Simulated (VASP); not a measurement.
# C (P6_3/mmc) in VASP: a series of runs

The runs below take C through single point, with PBE.

Program: VASP 6.6.1. These are calculated values, not measurements. Logs are shortened: lines on timing, memory, paths and dates and some standing lists are left out, and cuts for length are marked.

## (1) The cell of the first run

It takes space group P6_3/mmc (No. 194, hexagonal). Conventional cell: a = 2.512 Å, b = 2.512 Å, c = 4.180 Å, α = 90.00°, β = 90.00°, γ = 120.00°. Within 2.1 Å of C (site symmetry 3m) lie 4 C at 1.54 to 1.57 Å.

## (2) Single point, PBE

INCAR reads:

```
PREC = Accurate ; ENCUT = 520
EDIFF = 1E-7 ; ISMEAR = -1
SIGMA = 0.05 ; LREAL = F
LASPH = T ; NELM = 80
ALGO = Normal ; ISIF = 2
LWAVE = F ; LCHARG = F
GGA = PE ; NBANDS = 16
```

KPOINTS reads:

```
Automatic mesh
0
Gamma
  12 12 7
```

POSCAR reads:

```
C
1.0
    2.5116607023      0.0000000000      0.0000000000
   -1.2558303511      2.1751619739      0.0000000000
    0.0000000000      0.0000000000      4.1802287603
C
4
Direct
    0.3333333333      0.6666666667      0.0627282291
    0.6666666667      0.3333333333      0.5627282291
    0.3333333333      0.6666666667      0.4372717709
    0.6666666667      0.3333333333      0.9372717709
```

Potentials or basis: VASP PAW PBE potentials, release 64 (C).

On the command line:

```console
cat potpaw_PBE.64/C/POTCAR > POTCAR
mpirun -np 1 vasp_std > vasp.out
```

OUTCAR:

```text
PREC = Accurate
   ENCUT = 520
   EDIFF = 1E-7
   ISMEAR = -1
   LREAL = F
   LASPH = T
   NELM = 80
   ISIF = 2
   GGA = PE

 ion  position               nearest neighbor table
   1  0.333  0.667  0.063-   4 1.54   4 1.54   4 1.54   3 1.57
   2  0.667  0.333  0.563-   3 1.54   3 1.54   3 1.54   4 1.57
   3  0.333  0.667  0.437-   2 1.54   2 1.54   2 1.54   1 1.57
   4  0.667  0.333  0.937-   1 1.54   1 1.54   1 1.54   2 1.57

  LATTYP: Found a hexagonal cell.
 ALAT       =     2.5116607023
 C/A-ratio  =     1.6643286079

  Lattice vectors:

 A1 = (   2.5116607023,   0.0000000000,   0.0000000000)
 A2 = (  -1.2558303511,   2.1751619739,   0.0000000000)
 A3 = (   0.0000000000,   0.0000000000,   4.1802287603)

Analysis of symmetry for initial positions (statically):
=====================================================================
 Subroutine PRICEL returns:
 Original cell was already a primitive cell.

 Routine SETGRP: Setting up the symmetry group for a
 hexagonal supercell.

 Subroutine GETGRP returns: Found 24 space group operations
 (whereof 12 operations were pure point group operations)
 out of a pool of 24 trial point group operations.

The static configuration has the point symmetry D_3d.
 The point group associated with its full space group is D_6h.

Analysis of symmetry for dynamics (positions and initial velocities):
=====================================================================
 Subroutine PRICEL returns:
 Original cell was already a primitive cell.

 Routine SETGRP: Setting up the symmetry group for a
 hexagonal supercell.

 Subroutine GETGRP returns: Found 24 space group operations
 (whereof 12 operations were pure point group operations)
 out of a pool of 24 trial point group operations.

The dynamic configuration has the point symmetry D_3d.
 The point group associated with its full space group is D_6h.

 Subroutine INISYM returns: Found 24 space group operations
 (whereof 12 operations are pure point group operations),
 and found     1 'primitive' translations

----------------------------------------------------------------------------------------

                                     Primitive cell

  volume of cell :      22.8377

  direct lattice vectors                    reciprocal lattice vectors
     2.511660702  0.000000000  0.000000000     0.398142949  0.229867939  0.000000000
    -1.255830351  2.175161974  0.000000000     0.000000000  0.459735878  0.000000000
     0.000000000  0.000000000  4.180228760     0.000000000  0.000000000  0.239221358

  length of vectors
     2.511660702  2.511660702  4.180228760     0.459735878  0.459735878  0.239221358

  position of ions in fractional coordinates (direct lattice)
     0.333333333  0.666666667  0.062728229
     0.666666667  0.333333333  0.562728229
     0.333333333  0.666666667  0.437271771
     0.666666667  0.333333333  0.937271771

  ion indices of the primitive-cell ions
   primitive index   ion index
                 1           1
                 2           2
                 3           3
                 4           4

----------------------------------------------------------------------------------------

 KPOINTS: Automatic mesh

Automatic generation of k-mesh.
 Grid dimensions read from file:
 generate k-points for:   12   12    7

 Generating k-lattice:

  Cartesian coordinates                     Fractional coordinates (reciprocal lattice)
     0.033178579  0.019155662  0.000000000     0.083333333  0.000000000  0.000000000
     0.000000000  0.038311323  0.000000000     0.000000000  0.083333333  0.000000000
     0.000000000  0.000000000  0.034174480     0.000000000  0.000000000  0.142857143

  Length of vectors
     0.038311323  0.038311323  0.034174480

  Shift w.r.t. Gamma in fractional coordinates (k-lattice)
     0.000000000  0.000000000  0.000000000

 Subroutine IBZKPT returns following result:
 ===========================================

 Found     76 irreducible k-points:

 Following reciprocal coordinates:
            Coordinates               Weight
  0.000000  0.000000  0.000000      1.000000
  0.083333  0.000000  0.000000      6.000000
  0.166667  0.000000  0.000000      6.000000
  0.250000  0.000000  0.000000      6.000000
  0.333333  0.000000  0.000000      6.000000
  0.416667  0.000000  0.000000      6.000000
[... 16 lines left out ...]
  0.250000  0.000000  0.142857     12.000000
  0.333333  0.000000  0.142857     12.000000
 [... further k-points ...]
   k-points           NKPTS =     76   k-points in BZ     NKDIM =     76   number of bands    NBANDS=     16
   number of dos      NEDOS =    301   number of ions     NIONS =      4
   total plane-waves  NPLWV =  12800
   dimension x,y,z NGX =    20 NGY =   20 NGZ =   32
   dimension x,y,z NGXF=    40 NGYF=   40 NGZF=   64
   ions per type =               4
   NGX,Y,Z   is equivalent  to a cutoff of  13.24, 13.24, 12.73 a.u.
   NGXF,Y,Z  is equivalent  to a cutoff of  26.48, 26.48, 25.45 a.u.
 SYSTEM =  unknown system
   PREC   = accura    normal or accurate (medium, high low for compatibility)
   ISTART =      0    job   : 0-new  1-cont  2-samecut
   ICHARG =      2    charge: 1-file 2-atom 10-const
   ISPIN  =      1    spin polarized calculation?
   LNONCOLLINEAR =      F non collinear calculations
   LSORBIT =      F    spin-orbit coupling
   LASPH  =      T    aspherical Exc in radial PAW
   ENCUT  =  520.0 eV  38.22 Ry    6.18 a.u.   4.67  4.67  7.77*2*pi/ulx,y,z
   NELM   =     80;   NELMIN=  2; NELMDL= -5     # of ELM steps
   EDIFF  = 0.1E-06   stopping-criterion for ELM
   LREAL  =      F    real-space projection
   EDIFFG = 0.1E-05   stopping-criterion for IOM
   NSW    =      0    number of steps for IOM
   IBRION =     -1    ionic relax: 0-MD 1-quasi-New 2-CG
   NFREE  =      0    steps in history (QN), initial steepest desc. (CG)
   ISIF   =      2    stress and relaxation
   ISYM   =      2    0-nonsym 1-usesym 2-fastsym
   POTIM  = 0.5000    time-step for ionic-motion
   TEBEG  =    0.0;   TEEND  =   0.0 temperature during run
   PSTRESS=    0.0 pullay stress
   NELECT =      16.0000    total number of electrons
   NUPDOWN=      -1.0000    fix difference up-down
   EMIN   =  10.00;   EMAX   =-10.00  energy-range for DOS
   EFERMI =   0.00;   METHOD = LEGACY
   ISMEAR =    -1;   SIGMA  =   0.05  broadening in eV -4-tet -1-fermi 0-gaus
   EFERMI_NEDOS =   21; number of points for ismear=-14 and -15
   IALGO  =     38    algorithm
   IMIX   =      4    mixing-type and parameters
     AMIX     =   0.40;   BMIX     =  1.00
     AMIX_MAG =   1.60;   BMIX_MAG =  1.00
  volume/ion in A,a.u.               =       5.71        38.53
  Fermi-wavevector in a.u.,A,eV,Ry     =   1.453998  2.747659 28.764234  2.114112
  Thomas-Fermi vector in A             =   2.571200
   LORBIT       =      0    0 simple, 1 ext, 2 COOP (PROOUT), +10 PAW based schemes
   GGA     = PE    functional components
   LHFCALC =     F    Hartree Fock is set to
   AEXX    =    0.0000 exact exchange contribution
   IVDW    =     0    specifies the selected vdW correction
   LEPSILON=     F    determine dielectric tensor
   LRPA    =     F    only Hartree local field effects (RPA)
 non-spin polarized calculation
  energy-cutoff  :      520.00
  volume of cell :       22.84
 maximum number of plane-waves:       627
 NGX is ok and might be reduce to    20
   NGX =  9   NGY =  9   NGZ = 15

 number of electron      16.0000000 magnetization

 Free energy of the ion-electron system (eV)
  ---------------------------------------------------
  ext. energy  EPLUGINS =         0.00000000
  ---------------------------------------------------
  free energy    TOTEN  =       -36.27313549 eV

  energy without entropy =      -36.27313549  energy(sigma->0) =      -36.27313549

 E-fermi :  10.8116     XC(G=0): -13.2125

 val. band max:        9.9179536891   @ k =   0.0000   0.0000   0.0000
 cond. band min:      13.2609568076   @ k =   0.3333   0.3333   0.0000
 fundamental gap:      3.3430031185
 Fermi energy:        10.8115739243

 k-point     1 :       0.0000    0.0000    0.0000
  band No.  band energies     occupation
      1     -11.7766      2.00000
      2      -6.2385      2.00000
      3      -3.6889      2.00000
      4       6.8565      2.00000
      5       6.8565      2.00000
      6       9.4477      2.00000
[... 8 lines left out ...]
     15      23.8335      0.00000
     16      27.5095      0.00000

 k-point     2 :       0.0833    0.0000    0.0000
  band No.  band energies     occupation
      1     -11.6047      2.00000
      2      -6.0832      2.00000
      3      -3.5290      2.00000
      4       6.0013      2.00000
      5       6.5046      2.00000
      6       9.1922      2.00000
[... 8 lines left out ...]
     15      24.0438      0.00000
     16      27.2908      0.00000

 k-point     3 :       0.1667    0.0000    0.0000
  band No.  band energies     occupation
      1     -11.0910      2.00000
      2      -5.6196      2.00000
      3      -3.0620      2.00000
      4       4.0011      2.00000
      5       5.7017      2.00000
      6       7.4875      2.00000
[... 8 lines left out ...]
     15      24.6883      0.00000
     16      25.1186      0.00000

 k-point     4 :       0.2500    0.0000    0.0000
  band No.  band energies     occupation
      1     -10.2427      2.00000
      2      -4.8526      2.00000
      3      -2.3453      2.00000
      4       1.6429      2.00000
      5       4.8313      2.00000
      6       5.4080      2.00000
[... 8 lines left out ...]
     15      24.6445      0.00000
     16      25.2633      0.00000

 k-point     5 :       0.3333    0.0000    0.0000
  band No.  band energies     occupation
      1      -9.0779      2.00000
      2      -3.7952      2.00000
      3      -1.8564      2.00000
      4      -0.2620      2.00000
      5       3.2737      2.00000
      6       4.1154      2.00000
[... 8 lines left out ...]
     15      24.7508      0.00000
     16      26.2200      0.00000

 k-point     6 :       0.4167    0.0000    0.0000
  band No.  band energies     occupation
      1      -7.6566      2.00000
      2      -3.4033      2.00000
      3      -2.4888      2.00000
      4       0.1577      2.00000
      5       1.2747      2.00000
      6       3.6568      2.00000
[... 8 lines left out ...]
     15      25.9449      0.00000
     16      27.9125      0.00000

 k-point     7 :       0.5000    0.0000    0.0000
  band No.  band energies     occupation
      1      -6.5542      2.00000
      2      -4.7260      2.00000
      3      -1.4035      2.00000
      4      -0.0485      2.00000
      5       0.7180      2.00000
      6       3.4998      2.00000
[... 8 lines left out ...]
     15      26.3772      0.00000
     16      28.3915      0.00000

 k-point     8 :       0.0833    0.0833    0.0000
  band No.  band energies     occupation
      1     -11.2619      2.00000
      2      -5.7739      2.00000
      3      -3.2153      2.00000
      4       4.7272      2.00000
      5       5.7538      2.00000
      6       8.0882      2.00000
[... 8 lines left out ...]
     15      24.4905      0.00000
     16      26.1939      0.00000

 k-point     9 :       0.1667    0.0833    0.0000
  band No.  band energies     occupation
      1     -10.5807      2.00000
      2      -5.1584      2.00000
      3      -2.6176      2.00000
      4       2.7399      2.00000
      5       4.6799      2.00000
      6       6.3609      2.00000
[... 8 lines left out ...]
     15      24.8277      0.00000
     16      25.3240      0.00000
[... 172 lines left out ...]
 k-point    19 :       0.3333    0.3333    0.0000
  band No.  band energies     occupation
      1      -4.6710      2.00000
      2      -4.6710      2.00000
      3      -1.1183      2.00000
      4       0.2398      2.00000
      5       0.2398      2.00000
      6       2.7622      2.00000
[... 8 lines left out ...]
     15      25.3860      0.00000
     16      25.3860      0.00000

 k-point    20 :       0.0000    0.0000    0.1429
  band No.  band energies     occupation
      1     -11.6392      2.00000
      2      -7.1104      2.00000
      3      -2.5832      2.00000
      4       6.9641      2.00000
      5       6.9641      2.00000
      6       8.5353      2.00000
[... 8 lines left out ...]
     15      23.9213      0.00000
     16      27.2169      0.00000

 k-point    21 :       0.0833    0.0000    0.1429
  band No.  band energies     occupation
      1     -11.4675      2.00000
      2      -6.9498      2.00000
      3      -2.4322      2.00000
      4       6.1116      2.00000
      5       6.6142      2.00000
      6       8.3629      2.00000
[... 8 lines left out ...]
     15      24.0880      0.00000
     16      26.8879      0.00000

 k-point    22 :       0.1667    0.0000    0.1429
  band No.  band energies     occupation
      1     -10.9544      2.00000
      2      -6.4708      2.00000
      3      -1.9922      2.00000
      4       4.1197      2.00000
      5       5.8148      2.00000
      6       7.0865      2.00000
[... 8 lines left out ...]
     15      24.5903      0.00000
     16      25.2942      0.00000

 k-point    23 :       0.2500    0.0000    0.1429
  band No.  band energies     occupation
      1     -10.1073      2.00000
      2      -5.6820      2.00000
      3      -1.3352      2.00000
      4       1.7894      2.00000
      5       4.9472      2.00000
      6       4.9790      2.00000
[... 8 lines left out ...]
     15      23.9618      0.00000
     16      25.3787      0.00000

 k-point    24 :       0.3333    0.0000    0.1429
  band No.  band energies     occupation
      1      -8.9441      2.00000
      2      -4.6076      2.00000
      3      -1.2962      2.00000
      4       0.2896      2.00000
      5       2.8117      2.00000
      6       4.2331      2.00000
[... 8 lines left out ...]
     15      24.4253      0.00000
     16      26.7750      0.00000

 [... further k-points ...]
[... 5 lines left out ...]
  --------------------------------------------------------------------------------------
  -------------------------------------------------------------------------------------
  Total        0.0910919      0.0910919      0.0857638      0.0000000      0.0000000      0.0000000
  in kB        6.3905434      6.3905434      6.0167535      0.0000000      0.0000000      0.0000000
  external PRESSURE =       6.2659467 kB  Pullay stress =       0.0000000 kB

 VOLUME and BASIS-vectors are now :
 -----------------------------------------------------------------------------
  energy-cutoff  :      520.00
  volume of cell :       22.84
      direct lattice vectors                 reciprocal lattice vectors
     2.511660702  0.000000000  0.000000000     0.398142949  0.229867939  0.000000000
    -1.255830351  2.175161974  0.000000000     0.000000000  0.459735878  0.000000000
     0.000000000  0.000000000  4.180228760     0.000000000  0.000000000  0.239221358

 POSITION                                       TOTAL-FORCE (eV/Angst)
 -----------------------------------------------------------------------------------
     -0.00000      1.45011      0.26222         0.000000     -0.000000      0.004734
      1.25583      0.72505      2.35233        -0.000000     -0.000000      0.004734
     -0.00000      1.45011      1.82790         0.000000      0.000000     -0.004734
      1.25583      0.72505      3.91801        -0.000000      0.000000     -0.004734
 -----------------------------------------------------------------------------------
    total drift:                               -0.000000      0.000000      0.000000

  FREE ENERGIE OF THE ION-ELECTRON SYSTEM (eV)
  ---------------------------------------------------
  free  energy   TOTEN  =       -36.2731354885 eV

  energy  without entropy=      -36.2731354885  energy(sigma->0) =      -36.27313549
```

It took 37 s on 1 thread of Intel Xeon 6975P-C, shared host; peak memory 0.11 GiB.

What came out:

```
Free energy            : -36.2731 eV
Pressure               : 0.6 GPa
Largest force          : 0.005 eV/Å
Band gap on the k mesh : 3.34 eV, indirect (least direct gap 4.96 eV)
```

Forces in eV/Å, atoms in the order of the input:
```
C    0.000  0.000  0.005
C    0.000  0.000  0.005
C    0.000  0.000 -0.005
C    0.000  0.000 -0.005
```

Levels at points of the mesh, in eV from the valence-band top:
```csv
k point,band 4,band 5,band 6,band 7,band 8,band 9,band 10,band 11,band 12,band 13
"(0.00, 0.00, 0.00)",-3.06,-3.06,-0.47,0.00,0.00,4.96,4.96,5.33,8.05,9.49
"(0.50, 0.00, 0.00)",-9.97,-9.20,-6.42,-5.90,-3.12,4.48,8.09,8.28,8.36,10.85
```

## (3) Single point, PBE (volume scaled by 1.04)

INCAR reads:

```
SYSTEM = C
PREC = Accurate
ENCUT = 520
EDIFF = 1E-6
ISMEAR = -1
SIGMA = 0.05
LREAL = .False.
LASPH = .True.
NELM = 60
ALGO = Normal
ISIF = 2
LWAVE = .False.
LCHARG = .False.
GGA = PE
NBANDS = 16
```

KPOINTS reads:

```
Automatic mesh
0
Gamma
  12 12 7
  0 0 0
```

POSCAR reads:

```
C
1.0
    2.5447126597      0.0000000000      0.0000000000
   -1.2723563299      2.2037858086      0.0000000000
    0.0000000000      0.0000000000      4.2352380786
C
4
Direct
    0.3333333333      0.6666666667      0.0627282291
    0.6666666667      0.3333333333      0.5627282291
    0.3333333333      0.6666666667      0.4372717709
    0.6666666667      0.3333333333      0.9372717709
```

Potentials or basis: VASP PAW PBE potentials, release 64 (C).

On the command line:

```console
cat potpaw_PBE.64/C/POTCAR > POTCAR
mpirun -np 1 vasp_std > vasp.out
```

It took 36 s on 1 thread of Intel Xeon 6975P-C, shared host; peak memory 0.11 GiB.

The run converged. Its results:

| Item | Value |
| --- | --- |
| Free energy | -36.2310 eV |
| Pressure | -15.3 GPa |
| Largest force | 0.040 eV/Å |
| Band gap on the k mesh | 3.47 eV, indirect (least direct gap 4.90 eV) |

Forces in eV/Å, atoms in the order of the input:
```
C    0.000  0.000 -0.040
C    0.000  0.000 -0.040
C    0.000  0.000  0.040
C    0.000  0.000  0.040
```

Stress tensor (GPa, compression positive):
```
-15.24   0.00   0.00
  0.00 -15.24   0.00
  0.00   0.00 -15.52
```

Levels at points of the mesh, in eV from the valence-band top:
```tsv
k point	band 5	band 6	band 7	band 8	band 9	band 10	band 11	band 12
(0.00, 0.00, 0.00)	-2.94	-0.44	0.00	0.00	4.90	4.90	5.23	7.58
(0.50, 0.00, 0.00)	-8.88	-6.17	-5.64	-3.00	4.38	8.00	8.12	8.18
```

## (4) Single point, PBE (volume scaled by 1.08)

INCAR reads:

```
SYSTEM = C
ALGO = Normal
EDIFF = 1E-6
ENCUT = 520
GGA = PE
ISIF = 2
ISMEAR = -1
LASPH = .TRUE.
LCHARG = .FALSE.
LREAL = .FALSE.
LWAVE = .FALSE.
NBANDS = 16
NELM = 60
PREC = Accurate
SIGMA = 0.05
```

KPOINTS reads:

```
k-points
0
G
  12 12 7
  0 0 0
```

POSCAR reads:

```
C
1.0
    2.5769276323      0.0000000000      0.0000000000
   -1.2884638161      2.2316847932      0.0000000000
    0.0000000000      0.0000000000      4.2888543791
C
4
Direct
    0.3333333333      0.6666666667      0.0627282291
    0.6666666667      0.3333333333      0.5627282291
    0.3333333333      0.6666666667      0.4372717709
    0.6666666667      0.3333333333      0.9372717709
```

On the command line:

```console
cat potpaw_PBE.64/C/POTCAR > POTCAR
mpirun -np 1 vasp_std > vasp.out
```

Run time: 38 s. Hardware: 1 thread of Intel Xeon 6975P-C, shared host; peak memory 0.11 GiB.

It converged, with:

```
Free energy            : -36.1059 eV
Pressure               : -28.5 GPa
Largest force          : 0.079 eV/Å
Band gap on the k mesh : 3.58 eV, indirect (least direct gap 4.83 eV)
```

Forces on the atoms (eV/Å):
```
C    0.000  0.000 -0.079
C    0.000  0.000 -0.079
C    0.000  0.000  0.079
C    0.000  0.000  0.079
```

Stress tensor (GPa, compression positive):
```
-28.39   0.00   0.00
  0.00 -28.39   0.00
  0.00   0.00 -28.86
```

Levels at points of the mesh, in eV from the valence-band top:
```csv
k point,band 4,band 5,band 6,band 7,band 8,band 9,band 10,band 11,band 12,band 13
"(0.00, 0.00, 0.00)",-2.83,-2.83,-0.42,0.00,0.00,4.83,4.83,5.13,7.14,9.02
"(0.50, 0.00, 0.00)",-9.47,-8.57,-5.94,-5.41,-2.89,4.29,7.92,7.98,7.99,9.74
```

 A k mesh can miss the band edges.

## (5) The runs side by side

```csv
cell,gap on the mesh (eV),pressure (GPa),largest force (eV/Å)
"a = 2.512, b = 2.512, c = 4.180 Å, angles 90.0, 90.0, 120.0°, 4 atoms",3.34,0.6,-
"a = 2.545, b = 2.545, c = 4.235 Å, angles 90.0, 90.0, 120.0°, 4 atoms",3.47,-15.3,0.04
"a = 2.577, b = 2.577, c = 4.289 Å, angles 90.0, 90.0, 120.0°, 4 atoms",3.58,-28.5,0.08
```

Alike in all rows: task single point; level PBE; potentials or basis VASP PAW PBE potentials, release 64 (C); no spin polarisation; k mesh 12 × 12 × 7; cutoff (eV) 520; smearing fermi-dirac 0.05 eV.

Absolute energies hang on the potentials; compare differences alone.
